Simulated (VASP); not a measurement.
Input of a VASP 6.6.1 run:

POSCAR

```
In3GaP4
1.0
    5.7923851571      0.0000000000      0.0000000000
    0.0000000000      5.7923851571      0.0000000000
    0.0000000000      0.0000000000      5.7923851571
Ga P In
1 4 3
Direct
    0.0000000000      0.0000000000      0.0000000000
    0.2388565405      0.2388565405      0.2388565405
    0.7611434595      0.7611434595      0.2388565405
    0.7611434595      0.2388565405      0.7611434595
    0.2388565405      0.7611434595      0.7611434595
    0.5000000000      0.5000000000      0.0000000000
    0.5000000000      0.0000000000      0.5000000000
    0.0000000000      0.5000000000      0.5000000000
```

Contents of INCAR.step1:

```
SYSTEM = In3GaP4
ALGO = Normal
EDIFF = 1E-4
ENCUT = 520
GGA = PE
ISMEAR = 0
LASPH = .True.
LCHARG = .False.
LREAL = .False.
LWAVE = .True.
NBANDS = 46
NELM = 100
PREC = Accurate
SIGMA = 0.01
```

INCAR.step2

```
SYSTEM = In3GaP4
ALGO = Normal
EDIFF = 1E-7
ENCUT = 520
ISIF = 2
ISMEAR = 0
ISTART = 1
LASPH = .True.
LCHARG = .True.
LELF = .True.
LMIXTAU = .True.
LREAL = .False.
LVHAR = .True.
LWAVE = .False.
METAGGA = R2SCAN
NBANDS = 46
NELM = 100
PREC = Accurate
SIGMA = 0.01
```

Contents of KPOINTS:

```
k-points
0
Gamma
  4 4 4
  0 0 0
```

Potentials or basis: VASP PAW PBE potentials, release 64 (Ga_d, P, In_d).

The run is started by

```bash
$ cat potpaw_PBE.64/Ga_d/POTCAR potpaw_PBE.64/P/POTCAR potpaw_PBE.64/In_d/POTCAR > POTCAR
$ cp INCAR.step1 INCAR
$ mpirun -np 1 vasp_std > vasp.out
$ cp INCAR.step2 INCAR
$ mpirun -np 1 vasp_std > vasp.out
```

Question: Estimate the pressure.

Answer: -0.1 GPa.

Question: Estimate the band gap on the k mesh.

Answer: 1.22 eV.

Forces in eV/Å, atoms in the order of the input:
```
Ga   0.000  0.000  0.000
P    0.004  0.004  0.004
P   -0.004 -0.004  0.004
P   -0.004  0.004 -0.004
P    0.004 -0.004 -0.004
In   0.000  0.000  0.000
In   0.000  0.000  0.000
In   0.000  0.000  0.000
```

Caveat: the PAW data sets were made with another functional, which shifts forces and pressure a little; spin-orbit coupling is left out, which moves the levels of the heavy elements. A k mesh can miss the band edges.
